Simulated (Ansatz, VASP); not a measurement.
**As in VASP and in Ansatz**

```
As
1.0
     3.13328    0.00000    0.00000
    -1.56664    2.71350    0.00000
     0.00000    0.00000    5.65413
As
2
Cartesian
  0.0000 1.8090 1.4135
  1.5666 0.9045 4.2406
```

Alike in both runs: task single point; functional BLYP; k mesh 14 × 14 × 7; occupations fermi-dirac, width 0.1 eV; no spin polarisation.

|  | VASP | Ansatz |
| --- | --- | --- |
| version | VASP 6.6.1 | Ansatz 0.2.0 |
| potentials or method | VASP PAW PBE potentials, release 64 (As), cutoff 520 eV | plane waves (420 eV) with PAW, scalar-relativistic |
| valence electrons in the cell | 10 | 30 |

VASP gave:

* pressure (GPa): -5.3
* traceless stress, the component that is largest in VASP (GPa): 0.72

**Question.** Estimate Ansatz's values.

**Answer.** Pressure (GPa): -5.4; traceless stress, the component that is largest in VASP (GPa): 0.74.

VASP's potentials were made for PBE, not for BLYP. VASP's potentials hold 10 valence electrons a cell and Ansatz's 30, so a difference there can come from the potentials and not from the codes.
